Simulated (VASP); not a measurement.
# InSe (P6_3/mmc) in VASP: notebook

Runs on InSe. Level: PBEsol. Tasks: single point.

All numbers are computed with VASP 6.6.1; they aren't measurements. Logs are shortened: lines on timing, memory, paths and dates and some standing lists are left out, and cuts for length are marked.

## Step 1: The cell of the first run

It takes space group P6_3/mmc (No. 194, hexagonal). Conventional cell: a = 4.006 Å, b = 4.006 Å, c = 17.002 Å, α = 90.00°, β = 90.00°, γ = 120.00°. Within 3.5 Å of In (site symmetry 3m) lie 3 Se at 2.64 Å and 1 In at 2.78 Å. Se (site symmetry 3m) has 3 In at 2.64 Å within 3.5 Å.

## Step 2: Single point, PBEsol

The input, INCAR:

```
SYSTEM = InSe
PREC = Accurate
ENCUT = 520
EDIFF = 1E-6
ISMEAR = 0
SIGMA = 0.02
LREAL = .False.
LASPH = .True.
NELM = 100
ALGO = Normal
ISIF = 2
LWAVE = .False.
LCHARG = .True.
GGA = PS
LELF = .True.
LVHAR = .True.
NBANDS = 48
```

The input, KPOINTS:

```
Automatic mesh
0
Gamma
  12 12 2
  0 0 0
```

The input, POSCAR:

```
InSe
1.0
    4.0058502065      0.0000000000      0.0000000000
   -2.0029251032      3.4691680426      0.0000000000
    0.0000000000      0.0000000000     17.0021647412
In Se
4 4
Direct
    0.3333333333      0.6666666667      0.1683452176
    0.6666666667      0.3333333333      0.6683452176
    0.3333333333      0.6666666667      0.3316547824
    0.6666666667      0.3333333333      0.8316547824
    0.3333333333      0.6666666667      0.5931283630
    0.6666666667      0.3333333333      0.0931283630
    0.3333333333      0.6666666667      0.9068716370
    0.6666666667      0.3333333333      0.4068716370
```

Potentials or basis: VASP PAW PBE potentials, release 64 (In_d, Se).

On the command line:

```
$ cat potpaw_PBE.64/In_d/POTCAR potpaw_PBE.64/Se/POTCAR > POTCAR
$ mpirun -np 1 vasp_std > vasp.out
```

OUTCAR:

```text
SYSTEM = InSe
   PREC = Accurate
   ENCUT = 520
   EDIFF = 1E-6
   ISMEAR = 0
   LREAL = .False.
   LASPH = .True.
   NELM = 100
   ISIF = 2
   GGA = PS

 ion  position               nearest neighbor table
   1  0.333  0.667  0.168-   6 2.64   6 2.64   6 2.64   3 2.78
   2  0.667  0.333  0.668-   5 2.64   5 2.64   5 2.64   4 2.78
   3  0.333  0.667  0.332-   8 2.64   8 2.64   8 2.64   1 2.78
   4  0.667  0.333  0.832-   7 2.64   7 2.64   7 2.64   2 2.78
   5  0.333  0.667  0.593-   2 2.64   2 2.64   2 2.64
   6  0.667  0.333  0.093-   1 2.64   1 2.64   1 2.64
   7  0.333  0.667  0.907-   4 2.64   4 2.64   4 2.64
   8  0.667  0.333  0.407-   3 2.64   3 2.64   3 2.64

  LATTYP: Found a hexagonal cell.
 ALAT       =     4.0058502065
 C/A-ratio  =     4.2443336283

  Lattice vectors:

 A1 = (   4.0058502065,   0.0000000000,   0.0000000000)
 A2 = (  -2.0029251032,   3.4691680426,   0.0000000000)
 A3 = (   0.0000000000,   0.0000000000,  17.0021647412)

Analysis of symmetry for initial positions (statically):
=====================================================================
 Subroutine PRICEL returns:
 Original cell was already a primitive cell.

 Routine SETGRP: Setting up the symmetry group for a
 hexagonal supercell.

 Subroutine GETGRP returns: Found 24 space group operations
 (whereof 12 operations were pure point group operations)
 out of a pool of 24 trial point group operations.

The static configuration has the point symmetry D_3d.
 The point group associated with its full space group is D_6h.

Analysis of symmetry for dynamics (positions and initial velocities):
=====================================================================
 Subroutine PRICEL returns:
 Original cell was already a primitive cell.

 Routine SETGRP: Setting up the symmetry group for a
 hexagonal supercell.

 Subroutine GETGRP returns: Found 24 space group operations
 (whereof 12 operations were pure point group operations)
 out of a pool of 24 trial point group operations.

The dynamic configuration has the point symmetry D_3d.
 The point group associated with its full space group is D_6h.

 Subroutine INISYM returns: Found 24 space group operations
 (whereof 12 operations are pure point group operations),
 and found     1 'primitive' translations

----------------------------------------------------------------------------------------

[... 110 lines left out ...]
   ISIF   =      2    stress and relaxation
   ISYM   =      2    0-nonsym 1-usesym 2-fastsym
   POTIM  = 0.5000    time-step for ionic-motion
   TEBEG  =    0.0;   TEEND  =   0.0 temperature during run
   PSTRESS=    0.0 pullay stress
   NELECT =      76.0000    total number of electrons
   NUPDOWN=      -1.0000    fix difference up-down
   EMIN   =  10.00;   EMAX   =-10.00  energy-range for DOS
   EFERMI =   0.00;   METHOD = LEGACY
   ISMEAR =     0;   SIGMA  =   0.02  broadening in eV -4-tet -1-fermi 0-gaus
   EFERMI_NEDOS =   21; number of points for ismear=-14 and -15
   IALGO  =     38    algorithm
   IMIX   =      4    mixing-type and parameters
     AMIX     =   0.40;   BMIX     =  1.00
     AMIX_MAG =   1.60;   BMIX_MAG =  1.00
  volume/ion in A,a.u.               =      29.53       199.31
  Fermi-wavevector in a.u.,A,eV,Ry     =   1.121686  2.119679 17.118569  1.258179
  Thomas-Fermi vector in A             =   2.258341
   LORBIT       =      0    0 simple, 1 ext, 2 COOP (PROOUT), +10 PAW based schemes
   GGA     = PS    functional components
   LHFCALC =     F    Hartree Fock is set to
   AEXX    =    0.0000 exact exchange contribution
   IVDW    =     0    specifies the selected vdW correction
   LEPSILON=     F    determine dielectric tensor
   LRPA    =     F    only Hartree local field effects (RPA)
 non-spin polarized calculation
 Gauss-broadening in eV      SIGMA  =   0.02
  energy-cutoff  :      520.00
  volume of cell :      236.28
 maximum number of plane-waves:      6408
 NGX is ok and might be reduce to    30
   NGX = 15   NGY = 15   NGZ = 63

 number of electron      75.9999992 magnetization

 Free energy of the ion-electron system (eV)
  ---------------------------------------------------
  ext. energy  EPLUGINS =         0.00000000
  ---------------------------------------------------
  free energy    TOTEN  =       -31.19596988 eV

  energy without entropy =      -31.19596988  energy(sigma->0) =      -31.19596988

 E-fermi :   3.9497     XC(G=0):  -9.0384

 val. band max:        3.8046784860   @ k =   0.0000   0.0000   0.0000
 cond. band min:       4.2270923767   @ k =   0.0000   0.0000   0.0000
 fundamental gap:      0.4224138906
 Fermi energy:         3.9496780959

 k-point     1 :       0.0000    0.0000    0.0000
  band No.  band energies     occupation
      1     -10.8827      2.00000
      2     -10.8823      2.00000
      3     -10.6847      2.00000
      4     -10.6847      2.00000
      5     -10.6844      2.00000
      6     -10.6844      2.00000
[... 1213 lines left out ...]
     47       8.4290      0.00000
     48       8.4290      0.00000

 [... further k-points ...]

------------------------ aborting loop because EDIFF is reached ----------------------------------------

  FORCE on cell =-STRESS in cart. coord.  units (eV):
  Direction    XX          YY          ZZ          XY          YZ          ZX
  --------------------------------------------------------------------------------------
  -------------------------------------------------------------------------------------
  Total        0.0910107      0.0910107      0.0634332      0.0000000      0.0000000      0.0000000
  in kB        0.6171332      0.6171332      0.4301331      0.0000000      0.0000000      0.0000000
  external PRESSURE =       0.5547998 kB  Pullay stress =       0.0000000 kB

 VOLUME and BASIS-vectors are now :
 -----------------------------------------------------------------------------
  energy-cutoff  :      520.00
  volume of cell :      236.28
      direct lattice vectors                 reciprocal lattice vectors
     4.005850206  0.000000000  0.000000000     0.249634896  0.144126774  0.000000000
    -2.002925103  3.469168043  0.000000000     0.000000000  0.288253549  0.000000000
     0.000000000  0.000000000 17.002164741     0.000000000  0.000000000  0.058816040

 POSITION                                       TOTAL-FORCE (eV/Angst)
 -----------------------------------------------------------------------------------
     -0.00000      2.31278      2.86223        -0.000000      0.000000      0.018920
      2.00293      1.15639     11.36332         0.000000      0.000000      0.018920
     -0.00000      2.31278      5.63885        -0.000000     -0.000000     -0.018920
      2.00293      1.15639     14.13993         0.000000     -0.000000     -0.018920
     -0.00000      2.31278     10.08447         0.000000     -0.000000     -0.020408
      2.00293      1.15639      1.58338         0.000000      0.000000     -0.020408
     -0.00000      2.31278     15.41878        -0.000000     -0.000000      0.020408
      2.00293      1.15639      6.91770        -0.000000      0.000000      0.020408
 -----------------------------------------------------------------------------------
    total drift:                               -0.000000      0.000000      0.000000

  FREE ENERGIE OF THE ION-ELECTRON SYSTEM (eV)
  ---------------------------------------------------
  free  energy   TOTEN  =       -31.1959698836 eV

  energy  without entropy=      -31.1959698836  energy(sigma->0) =      -31.19596988
```

OSZICAR:

```text
N       E                     dE             d eps       ncg     rms          rms(c)
DAV:   1     0.778747343606E+03    0.77875E+03   -0.33874E+04  3648   0.176E+03
DAV:   2     0.874975850619E+02   -0.69125E+03   -0.66998E+03  3656   0.465E+02
DAV:   3    -0.243984804967E+02   -0.11190E+03   -0.10790E+03  4384   0.194E+02
DAV:   4    -0.318359500372E+02   -0.74375E+01   -0.73751E+01  4408   0.489E+01
DAV:   5    -0.321157603978E+02   -0.27981E+00   -0.27960E+00  4456   0.978E+00    0.103E+01
DAV:   6    -0.312583486946E+02    0.85741E+00   -0.13179E+00  4776   0.167E+01    0.568E+00
DAV:   7    -0.312040286851E+02    0.54320E-01   -0.89999E-01  5288   0.583E+00    0.140E+00
DAV:   8    -0.311955513828E+02    0.84773E-02   -0.10140E-01  5264   0.320E+00    0.106E+00
DAV:   9    -0.311962041813E+02   -0.65280E-03   -0.16900E-02  4256   0.513E-01    0.483E-01
DAV:  10    -0.311957957668E+02    0.40841E-03   -0.20989E-03  5456   0.490E-01    0.217E-01
DAV:  11    -0.311959657098E+02   -0.16994E-03   -0.90849E-04  4360   0.164E-01    0.380E-02
DAV:  12    -0.311959629351E+02    0.27747E-05   -0.82728E-05  5840   0.702E-02    0.382E-02
DAV:  13    -0.311959698399E+02   -0.69048E-05   -0.13583E-05  3792   0.171E-02    0.518E-03
DAV:  14    -0.311959698836E+02   -0.43628E-07   -0.18320E-06  2840   0.184E-02
   1 F= -.31195970E+02 E0= -.31195970E+02  d E =-.582883E-27
```

stdout:

```text
POSCAR found type information on POSCAR InSe
 POSCAR found :  2 types and       8 ions
 scaLAPACK will be used
 -----------------------------------------------------------------------------
|                                                                             |
|                                                                             |
|     You enforced a specific xc type in the INCAR file but a different       |
|     I HOPE YOU KNOW WHAT YOU ARE DOING!                                     |
|                                                                             |
 -----------------------------------------------------------------------------

 LDA part: xc-table for (Slater+PW92), standard interpolation
 POSCAR, INCAR and KPOINTS ok, starting setup
 FFT: planning ... GRIDC
 FFT: planning ... GRID_SOFT
 FFT: planning ... GRID
 WAVECAR not read
 entering main loop
```

Wall time 3.7 min (1 thread of Intel Xeon 6975P-C (Granite Rapids), shared host); peak memory 0.53 GiB.

What came out:

```
Free energy            : -31.1960 eV
Pressure               : 0.1 GPa
Largest force          : 0.020 eV/Å
Band gap on the k mesh : 0.42 eV
```

Forces on the atoms (eV/Å):
```
In   0.000  0.000  0.019
In   0.000  0.000  0.019
In   0.000  0.000 -0.019
In   0.000  0.000 -0.019
Se   0.000  0.000 -0.020
Se   0.000  0.000 -0.020
Se   0.000  0.000  0.020
Se   0.000  0.000  0.020
```

Caveat: the PAW data sets were made with another functional, which shifts forces and pressure a little; spin-orbit coupling is left out, which moves the levels of the heavy elements; this functional lacks dispersion, which binds the layers, so the pressure and a relaxed spacing across them are unreliable.

## Step 3: Single point, PBEsol

The input, INCAR:

```
ALGO     = Normal         # electronic algorithm
EDIFF    = 1E-6           # SCF threshold, eV
ENCUT    = 520            # plane-wave cutoff, eV
GGA      = PS             # functional
ISIF     = 2              # what is computed and relaxed
ISMEAR   = 0              # smearing method
LASPH    = T              # aspherical terms in the spheres
LCHARG   = F              # write CHGCAR
LREAL    = F              # projectors in reciprocal space
LWAVE    = F              # write WAVECAR
NBANDS   = 48             # bands
NELM     = 60             # most SCF steps
PREC     = Accurate       # precision mode
SIGMA    = 0.02           # smearing width, eV
```

The input, KPOINTS:

```
k-points
0
Gamma
  12 12 2
```

POSCAR is that of step 2.

Potentials or basis: VASP PAW PBE potentials, release 64 (In_d, Se).

On the command line:

```
$ cat potpaw_PBE.64/In_d/POTCAR potpaw_PBE.64/Se/POTCAR > POTCAR
$ mpirun -np 1 vasp_std > vasp.out
```

Wall time 4.3 min (1 thread of Intel Xeon 6975P-C (Granite Rapids), shared host); peak memory 0.53 GiB.

It converged, with:

* Free energy: -31.1960 eV
* Pressure: 0.1 GPa
* Largest force: 0.020 eV/Å
* Band gap on the k mesh: 0.42 eV

Forces in eV/Å, atoms in the order of the input:
```
In   0.000  0.000  0.019
In   0.000  0.000  0.019
In   0.000  0.000 -0.019
In   0.000  0.000 -0.019
Se   0.000  0.000 -0.020
Se   0.000  0.000 -0.020
Se   0.000  0.000  0.020
Se   0.000  0.000  0.020
```

Levels at points of the mesh, in eV from the valence-band top:
| k point | band 34 | band 35 | band 36 | band 37 | band 38 | band 39 | band 40 | band 41 | band 42 | band 43 |
| --- | --- | --- | --- | --- | --- | --- | --- | --- | --- | --- |
| (0.00, 0.00, 0.00) | -1.13 | -1.13 | -1.05 | -1.05 | 0.00 | 0.42 | 1.66 | 2.10 | 2.10 | 4.27 |
| (0.50, 0.00, 0.00) | -2.18 | -2.08 | -2.00 | -1.98 | -1.38 | 1.22 | 1.23 | 1.88 | 1.97 | 3.31 |
| (0.00, 0.00, 0.50) | -1.08 | -1.08 | -1.08 | -0.87 | -0.87 | 1.21 | 1.21 | 2.11 | 2.11 | 4.33 |
| (0.50, 0.00, 0.50) | -2.28 | -2.05 | -2.05 | -1.69 | -1.69 | 1.47 | 1.47 | 1.62 | 1.62 | 3.51 |

Caveat: the PAW data sets were made with another functional, which shifts forces and pressure a little; spin-orbit coupling is left out, which moves the levels of the heavy elements; this functional lacks dispersion, which binds the layers, so the pressure and a relaxed spacing across them are unreliable.
